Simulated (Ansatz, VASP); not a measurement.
**One calculation of MgO, two programs**

File INCAR:

```
PREC = Accurate
ENCUT = 520
EDIFF = 1E-6
ISMEAR = 0
SIGMA = 0.05
LREAL = F
LASPH = T
NELM = 60
ALGO = Normal
ISIF = 2
LWAVE = F
LCHARG = F
GGA = PS
NBANDS = 26
```

The input KPOINTS:

```
regular mesh
0
Gamma
  9 9 4
```

File POSCAR:

```
MgO
1.0
    3.2553371795      0.0000000000      0.0000000000
   -1.6276685897      2.8192046953      0.0000000000
    0.0000000000      0.0000000000     10.4149514991
Mg O
4 4
Direct
    0.3333333333      0.6666666667      0.9695963559
    0.0000000000      0.0000000000      0.2209473890
    0.0000000000      0.0000000000      0.7209473890
    0.6666666667      0.3333333333      0.4695963559
    0.3333333333      0.6666666667      0.7799156657
    0.0000000000      0.0000000000      0.5170567142
    0.0000000000      0.0000000000      0.0295387694
    0.6666666667      0.3333333333      0.2799156657
```

Input for Ansatz:

```yaml
crystal:
  lattice:
    - [3.2553371795, 0.0, 0.0]
    - [-1.6276685897, 2.8192046953, 0.0]
    - [0.0, 0.0, 10.4149514991]
  atoms:
    - { symbol: Mg, position: [0.3333333333, 0.6666666667, 0.9695963559] }
    - { symbol: Mg, position: [0.0, 0.0, 0.220947389] }
    - { symbol: Mg, position: [0.0, 0.0, 0.720947389] }
    - { symbol: Mg, position: [0.6666666667, 0.3333333333, 0.4695963559] }
    - { symbol: O, position: [0.3333333333, 0.6666666667, 0.7799156657] }
    - { symbol: O, position: [0.0, 0.0, 0.5170567142] }
    - { symbol: O, position: [0.0, 0.0, 0.0295387694] }
    - { symbol: O, position: [0.6666666667, 0.3333333333, 0.2799156657] }
basis:
  ecutwfc: 420
kpoints:
  mp_grid: { grid: [9, 9, 4] }
hamiltonian:
  xc: pbesol
  pseudopotentials: { kind: paw, azcp: { folder: soft_1 } }
scf:
  occupations: { method: gaussian, width: 0.05 }
output:
  forces: true
  stress: true
  eigenvalues: true
  write_density: true
  write_potential: true
  elf: true
  volumetric_format: npy
```

Alike in both runs: task single point; functional PBEsol; k mesh 9 × 9 × 4; occupations gaussian, width 0.05 eV; no spin polarisation.

|  | VASP | Ansatz |
| --- | --- | --- |
| version | VASP 6.6.1 | Ansatz 0.2.0 |
| potentials or method | VASP PAW PBE potentials, release 64 (Mg, O), cutoff 520 eV | scalar-relativistic, plane waves, PAW |
| valence electrons in the cell | 32 | 64 |

VASP gave:

```
gap on the k mesh at the Fermi level (eV)                     : 3.22
least direct gap on the mesh (eV)                             : 3.22
pressure (GPa)                                                : 0.0
traceless stress, the component that is largest in VASP (GPa) : -1.64
rms of the force components (eV/Å)                            : 0.385
```

**Question.** Estimate Ansatz's values.

**Answer.** gap on the k mesh at the Fermi level (eV): 3.23; least direct gap on the mesh (eV): 3.23; pressure (GPa): 0.3; traceless stress, the component that is largest in VASP (GPa): -1.63; rms of the force components (eV/Å): 0.380.

VASP's potentials were made for PBE, not for PBEsol, and Ansatz warns of the same on its side. Atom by atom the forces differ by 0.006 eV/Å (rms over components). The functional is the same, so the differences come from potentials, cutoffs and numerics. VASP's potentials hold 32 valence electrons a cell and Ansatz's 64, so a difference there can come from the potentials and not from the codes.
